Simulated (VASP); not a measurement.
La2Ta2O, 10 atoms in the cell. It takes space group P4/nmm (No. 129, tetragonal). The conventional cell has a = 3.772 Å, b = 3.772 Å, c = 18.131 Å, α = 90.00°, β = 90.00°, γ = 90.00°. La (site symmetry 4mm) has 4 O at 2.32 Å within 3.1 Å. La (site symmetry 4mm) has 5 Ta at 3.27 to 3.35 Å and 4 La at 3.77 Å within 4.3 Å. Within 3.6 Å of Ta (site symmetry 4mm) lie 5 Ta at 2.72 to 2.94 Å and 4 La at 3.35 Å. Within 3.6 Å of Ta (site symmetry 4mm) lie 9 Ta at 2.72 to 3.05 Å and 1 La at 3.27 Å. Within 3.1 Å of O (site symmetry -4m2) lie 4 La at 2.32 Å and 4 O at 2.67 Å. 

```yaml
Program: VASP 6.6.1
Task: single point
Functional: PBE
Potentials_or_basis: VASP PAW PBE potentials, release 64 (La, Ta_pv, O)
Cutoff: 520 eV
k_mesh: 5 × 5 × 1
Occupations: gaussian, width 0.2 eV
Spin: no spin polarisation
Dipole_correction: no
Further_INCAR_settings: ALGO = Normal; EDIFF = 1e-07; NBANDS = 61
```

Potentials or basis: VASP PAW PBE potentials, release 64 (La, Ta_pv, O).

Launch:

```console
$ cat potpaw_PBE.64/La/POTCAR potpaw_PBE.64/Ta_pv/POTCAR potpaw_PBE.64/O/POTCAR > POTCAR
$ mpirun -np 1 vasp_std > vasp.out
```

Hardware: 1 thread of Intel Xeon 8259CL, on a shared host.

Task: How long does it take, and how much memory?

Result: Wall time 9.1 min on 1 thread of Intel Xeon 8259CL (shared host), peak memory 0.36 GiB. Counts: scf iterations 23, k points 6.
